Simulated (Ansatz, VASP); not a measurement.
One calculation of Sc2SiF2, two programs

```
Sc Si F
1.0
     4.32682    0.00000    0.00000
     0.00000    4.32682    0.00000
     0.00000    0.00000    4.12994
Sc Si F
2 1 2
Direct
  0.50000 0.00000 0.18374
  0.00000 0.50000 0.18374
  0.00000 0.00000 0.64941
  0.50000 0.00000 0.67693
  0.00000 0.50000 0.67693
```

Alike in both runs: task relaxation of cell and atoms; functional PBE; k mesh 4 × 4 × 4; occupations gaussian, width 0.1 eV; no spin polarisation.

|  | VASP | Ansatz |
| --- | --- | --- |
| version | VASP 6.6.1 | Ansatz 0.2.0 |
| potentials or method | VASP PAW PBE potentials, release 64 (Sc_sv, Si, F), cutoff 600 eV | scalar-relativistic, plane waves, PAW |
| valence electrons in the cell | 40 | 40 |

VASP gave:

```
gap on the k mesh at the Fermi level, each at its own relaxed structure (eV) : none
relaxed volume (Å³/atom)                                                     : 23.04
relaxed cell length with the largest relative difference (Å)                 : 5.335
```

Problem. Which values does Ansatz return?

Solution. gap on the k mesh at the Fermi level, each at its own relaxed structure (eV): none; relaxed volume (Å³/atom): 23.91; relaxed cell length with the largest relative difference (Å): 5.448.

A gap of «none» marks a metal or a gap that the smearing closes.

The k mesh is coarse, so the values compare programs but aren't converged. Noted on VASP's run: the volume moved by over 15 % at a fixed basis, so the end points are rough.
